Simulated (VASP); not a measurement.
# TiB2 (Fm-3m) in VASP: notebook, part 3 of 3

VASP 6.6.1.

### 4 Relaxation of cell and atoms, PBE

Contents of INCAR:

```
SYSTEM = TiB2
ALGO = Normal ; EDIFF = 1E-7
EDIFFG = -0.01 ; ENCUT = 600
GGA = PE ; IBRION = 2
ISIF = 3 ; ISMEAR = 0
LASPH = .TRUE. ; LCHARG = .FALSE.
LREAL = .FALSE. ; LWAVE = .FALSE.
NELM = 60 ; NSW = 100
PREC = Accurate ; SIGMA = 0.1
```

Contents of KPOINTS:

```
k-points
0
G
  16 16 16
  0 0 0
```

Contents of POSCAR:

```
TiB2
1.0
    0.0000000000      2.5436588342      2.5436588342
    2.5436588342      0.0000000000      2.5436588342
    2.5436588342      2.5436588342      0.0000000000
Ti B
1 2
Direct
    0.5000000000      0.5000000000      0.5000000000
    0.2500000000      0.2500000000      0.2500000000
    0.7500000000      0.7500000000      0.7500000000
```

Potentials or basis: VASP PAW PBE potentials, release 64 (Ti_sv, B).

Run with:

```
> cat potpaw_PBE.64/Ti_sv/POTCAR potpaw_PBE.64/B/POTCAR > POTCAR
> mpirun -np 1 vasp_std > vasp.out
```

OUTCAR:

```text
SYSTEM = TiB2
   EDIFF = 1E-7
   EDIFFG = -0.01
   ENCUT = 600
   GGA = PE
   IBRION = 2
   ISIF = 3
   ISMEAR = 0
   LASPH = .TRUE.
   LREAL = .FALSE.
   NELM = 60
   NSW = 100
   PREC = Accurate

 ion  position               nearest neighbor table
   1  0.500  0.500  0.500-   2 2.20   2 2.20   2 2.20   2 2.20   3 2.20   3 2.20   3 2.20   3 2.20

   2  0.250  0.250  0.250-   1 2.20   1 2.20   1 2.20   1 2.20
   3  0.750  0.750  0.750-   1 2.20   1 2.20   1 2.20   1 2.20

  LATTYP: Found a face centered cubic cell.
 ALAT       =     5.0873176684

  Lattice vectors:

 A1 = (   0.0000000000,   2.5436588342,   2.5436588342)
 A2 = (   2.5436588342,   0.0000000000,   2.5436588342)
 A3 = (   2.5436588342,   2.5436588342,   0.0000000000)

Analysis of symmetry for initial positions (statically):
=====================================================================
 Subroutine PRICEL returns:
 Original cell was already a primitive cell.

 Routine SETGRP: Setting up the symmetry group for a
 face centered cubic supercell.

 Subroutine GETGRP returns: Found 48 space group operations
 (whereof 48 operations were pure point group operations)
 out of a pool of 48 trial point group operations.

The static configuration has the point symmetry O_h .

Analysis of symmetry for dynamics (positions and initial velocities):
=====================================================================
 Subroutine PRICEL returns:
 Original cell was already a primitive cell.

 Routine SETGRP: Setting up the symmetry group for a
 face centered cubic supercell.

 Subroutine GETGRP returns: Found 48 space group operations
 (whereof 48 operations were pure point group operations)
 out of a pool of 48 trial point group operations.

The dynamic configuration has the point symmetry O_h .

 Subroutine INISYM returns: Found 48 space group operations
 (whereof 48 operations are pure point group operations),
 and found     1 'primitive' translations

----------------------------------------------------------------------------------------

                                     Primitive cell

  volume of cell :      32.9160

  direct lattice vectors                    reciprocal lattice vectors
     0.000000000  2.543658834  2.543658834    -0.196567241  0.196567241  0.196567241
     2.543658834  0.000000000  2.543658834     0.196567241 -0.196567241  0.196567241
     2.543658834  2.543658834  0.000000000     0.196567241  0.196567241 -0.196567241

  length of vectors
     3.597276821  3.597276821  3.597276821     0.340464449  0.340464449  0.340464449

  position of ions in fractional coordinates (direct lattice)
     0.500000000  0.500000000  0.500000000
     0.250000000  0.250000000  0.250000000
     0.750000000  0.750000000  0.750000000

  ion indices of the primitive-cell ions
   primitive index   ion index
                 1           1
                 2           2
                 3           3
[... 53 lines left out ...]
 [... further k-points ...]
   k-points           NKPTS =    145   k-points in BZ     NKDIM =    145   number of bands    NBANDS=     13
   number of dos      NEDOS =    301   number of ions     NIONS =      3
   total plane-waves  NPLWV =  27000
   dimension x,y,z NGX =    30 NGY =   30 NGZ =   30
   dimension x,y,z NGXF=    60 NGYF=   60 NGZF=   60
   ions per type =               1   2
   NGX,Y,Z   is equivalent  to a cutoff of  13.86, 13.86, 13.86 a.u.
   NGXF,Y,Z  is equivalent  to a cutoff of  27.73, 27.73, 27.73 a.u.
 SYSTEM =  TiB2
   PREC   = accura    normal or accurate (medium, high low for compatibility)
   ISTART =      0    job   : 0-new  1-cont  2-samecut
   ICHARG =      2    charge: 1-file 2-atom 10-const
   ISPIN  =      1    spin polarized calculation?
   LNONCOLLINEAR =      F non collinear calculations
   LSORBIT =      F    spin-orbit coupling
   LASPH  =      T    aspherical Exc in radial PAW
   ENCUT  =  600.0 eV  44.10 Ry    6.64 a.u.   7.18  7.18  7.18*2*pi/ulx,y,z
   NELM   =     60;   NELMIN=  2; NELMDL= -5     # of ELM steps
   EDIFF  = 0.1E-06   stopping-criterion for ELM
   LREAL  =      F    real-space projection
   EDIFFG = -.1E-01   stopping-criterion for IOM
   NSW    =    100    number of steps for IOM
   IBRION =      2    ionic relax: 0-MD 1-quasi-New 2-CG
   NFREE  =      1    steps in history (QN), initial steepest desc. (CG)
   ISIF   =      3    stress and relaxation
   ISYM   =      2    0-nonsym 1-usesym 2-fastsym
   POTIM  = 0.5000    time-step for ionic-motion
   TEBEG  =    0.0;   TEEND  =   0.0 temperature during run
   PSTRESS=    0.0 pullay stress
   NELECT =      18.0000    total number of electrons
   NUPDOWN=      -1.0000    fix difference up-down
   EMIN   =  10.00;   EMAX   =-10.00  energy-range for DOS
   EFERMI =   0.00;   METHOD = LEGACY
   ISMEAR =     0;   SIGMA  =   0.10  broadening in eV -4-tet -1-fermi 0-gaus
   EFERMI_NEDOS =   21; number of points for ismear=-14 and -15
   IALGO  =     38    algorithm
   IMIX   =      4    mixing-type and parameters
     AMIX     =   0.40;   BMIX     =  1.00
     AMIX_MAG =   1.60;   BMIX_MAG =  1.00
  volume/ion in A,a.u.               =      10.97        74.04
  Fermi-wavevector in a.u.,A,eV,Ry     =   1.338742  2.529855 24.384762  1.792229
  Thomas-Fermi vector in A             =   2.467188
   LORBIT       =      0    0 simple, 1 ext, 2 COOP (PROOUT), +10 PAW based schemes
   GGA     = PE    functional components
   LHFCALC =     F    Hartree Fock is set to
   AEXX    =    0.0000 exact exchange contribution
   IVDW    =     0    specifies the selected vdW correction
   LEPSILON=     F    determine dielectric tensor
   LRPA    =     F    only Hartree local field effects (RPA)
 conjugate gradient relaxation of ions
 non-spin polarized calculation
 Gauss-broadening in eV      SIGMA  =   0.10
  energy-cutoff  :      600.00
  volume of cell :       32.92
 maximum number of plane-waves:      1121
 NGX is ok and might be reduce to    30
   NGX = 15   NGY = 15   NGZ = 15

--------------------------------------- Ionic step        1  -------------------------------------------

 number of electron      18.0000003 magnetization

 Free energy of the ion-electron system (eV)
  ---------------------------------------------------
  ext. energy  EPLUGINS =         0.00000000
  ---------------------------------------------------
  free energy    TOTEN  =       -19.27466956 eV

  energy without entropy =      -19.26741808  energy(sigma->0) =      -19.27104382

------------------------ aborting loop because EDIFF is reached ----------------------------------------

  FORCE on cell =-STRESS in cart. coord.  units (eV):
  Direction    XX          YY          ZZ          XY          YZ          ZX
  --------------------------------------------------------------------------------------
  -------------------------------------------------------------------------------------
  Total        0.1522299      0.1522299      0.1522299      0.0000000      0.0000000      0.0000000
  in kB        7.4097567      7.4097567      7.4097567      0.0000000      0.0000000      0.0000000
  external PRESSURE =       7.4097567 kB  Pullay stress =       0.0000000 kB
[... 61 lines left out ...]
--------------------------------------- Ionic step        3  -------------------------------------------

 number of electron      18.0000003 magnetization

 Free energy of the ion-electron system (eV)
  ---------------------------------------------------
  ext. energy  EPLUGINS =         0.00000000
  ---------------------------------------------------
  free energy    TOTEN  =       -19.27503753 eV

  energy without entropy =      -19.26779809  energy(sigma->0) =      -19.27141781

 E-fermi :   6.6895     XC(G=0): -11.4758

 val. band max:        6.6777326384   @ k =  -0.4375   0.1250   0.0625
 cond. band min:       6.6911533548   @ k =  -0.3750   0.3125   0.0625
 fundamental gap:      0.0134207164
 Fermi energy:         6.6895036917

 k-point     1 :       0.0000    0.0000    0.0000
  band No.  band energies     occupation
      1     -49.8225      2.00000
      2     -26.0976      2.00000
      3     -26.0976      2.00000
      4     -26.0976      2.00000
      5      -4.0337      2.00000
      6       3.3433      2.00000
      7       3.3433      2.00000
      8       3.3433      2.00000
      9       7.6446      0.00000
     10       7.9578      0.00000
     11       7.9578      0.00000
     12      11.7937      0.00000
     13      11.7937      0.00000
[... 354 lines left out ...]
  band No.  band energies     occupation
      1     -49.8215      2.00000
      2     -26.1088      2.00000
      3     -26.1013      2.00000
      4     -26.0988      2.00000
      5      -3.8615      2.00000
      6       3.0177      2.00000
      7       3.3966      2.00000
      8       3.4690      2.00000
      9       7.6403      0.00000
     10       7.8895      0.00000
     11       8.0887      0.00000
     12      11.5386      0.00000
     13      11.7665      0.00000

 [... further k-points ...]
[... 5 lines left out ...]
  --------------------------------------------------------------------------------------
  -------------------------------------------------------------------------------------
  Total        0.0003722      0.0003722      0.0003722      0.0000000      0.0000000      0.0000000
  in kB        0.0180264      0.0180264      0.0180264      0.0000000      0.0000000      0.0000000
  external PRESSURE =       0.0180264 kB  Pullay stress =       0.0000000 kB
[... 18 lines left out ...]
  FREE ENERGIE OF THE ION-ELECTRON SYSTEM (eV)
  ---------------------------------------------------
  free  energy   TOTEN  =       -19.2750375315 eV

  energy  without entropy=      -19.2677980863  energy(sigma->0) =      -19.27141781

 reached required accuracy - stopping structural energy minimisation
```

OSZICAR:

```text
N       E                     dE             d eps       ncg     rms          rms(c)
DAV:   1     0.144377319475E+03    0.14438E+03   -0.10543E+04  3770   0.169E+03
DAV:   2    -0.683557977089E+01   -0.15121E+03   -0.14794E+03  3800   0.405E+02
DAV:   3    -0.213585245467E+02   -0.14523E+02   -0.14187E+02  7057   0.105E+02
DAV:   4    -0.220418022103E+02   -0.68328E+00   -0.68212E+00  4524   0.193E+01
[... 30 lines left out ...]
DAV:   6    -0.192750366055E+02   -0.59270E-05   -0.22830E-05  5156   0.221E-02    0.549E-03
DAV:   7    -0.192750375264E+02   -0.92087E-06   -0.41042E-06  4235   0.205E-02    0.537E-03
DAV:   8    -0.192750373892E+02    0.13720E-06   -0.13837E-06  3960   0.143E-02    0.207E-03
DAV:   9    -0.192750375162E+02   -0.12700E-06   -0.72554E-08  2058   0.297E-03    0.278E-04
DAV:  10    -0.192750375315E+02   -0.15317E-07   -0.14221E-08  1975   0.103E-03
   3 F= -.19275038E+02 E0= -.19271418E+02  d E =-.367976E-03
```

Run time: 2 min. Hardware: 1 thread of Intel Xeon 6975P-C (Granite Rapids), shared host; peak memory 0.23 GiB.

What came out:

```yaml
Free_energy: -19.2750 eV
Relaxed_volume: 11.03 Å³/atom
Relaxed_cell: a = 3.603 Å, b = 3.603 Å, c = 3.603 Å, α = 60.00°, β = 60.00°, γ = 60.00°
Space_group_after_relaxing_to_0.05_Å: Fm-3m (No. 225)
Energy_gained_by_relaxing: 0.1 meV/atom
Ionic_steps: 3
Pressure_after_relaxing: 0.0 GPa
Band_gap_on_the_k_mesh: zero (band 9 reaches 7.82 eV, above the bottom of band 10 at 5.97 eV)
```

The path:
| step | energy change (eV) | largest force (eV/Å) | pressure (GPa) | volume (Å³) |
| --- | --- | --- | --- | --- |
| 1 | 0.0000 | 0.0000 | 0.74 | 32.92 |
| 2 | -0.0003 | 0.0000 | -0.36 | 33.16 |
| 3 | -0.0004 | 0.0000 | 0.00 | 33.08 |

Final structure:
```
Ti B
1.0
     0.00000    2.54779    2.54779
     2.54779    0.00000    2.54779
     2.54779    2.54779    0.00000
Ti B
1 2
Direct
  0.50000 0.50000 0.50000
  0.25000 0.25000 0.25000
  0.75000 0.75000 0.75000
```

Levels at points of the mesh, in eV from the Fermi level:
| k point | band 5 | band 6 | band 7 | band 8 | band 9 | band 10 | band 11 | band 12 | band 13 |
| --- | --- | --- | --- | --- | --- | --- | --- | --- | --- |
| (0.00, 0.00, 0.00) | -10.72 | -3.35 | -3.35 | -3.35 | 0.96 | 1.27 | 1.27 | 5.10 | 5.10 |
| (0.50, 0.00, 0.00) | -7.81 | -6.75 | -2.41 | -2.41 | 0.79 | 1.59 | 1.59 | 1.74 | 1.74 |
| (0.50, 0.50, 0.00) | -6.35 | -5.44 | -5.43 | -1.67 | -1.67 | 0.69 | 0.69 | 2.14 | 2.30 |

### 5 Summary

```csv
task,spin,cell,k mesh,cutoff (eV),gap on the mesh (eV),pressure (GPa)
single point,"collinear, ferromagnetic start","a = 3.597 Å, angles 60.0°, 3 atoms",6 × 6 × 6,520,none,0.0
single point,off,"a = 3.604 Å, angles 60.0°, 3 atoms",16 × 16 × 16,520,none,-0.1
relaxation of cell and atoms,off,"relaxed from a = 3.597 Å, angles 60.0°, 3 atoms",16 × 16 × 16,600,none,0.0
```

Alike in all rows: level PBE; potentials or basis VASP PAW PBE potentials, release 64 (Ti_sv, B); smearing gaussian 0.1 eV.

Total energies depend on the potentials used, so only differences within one code and one set of settings carry meaning.
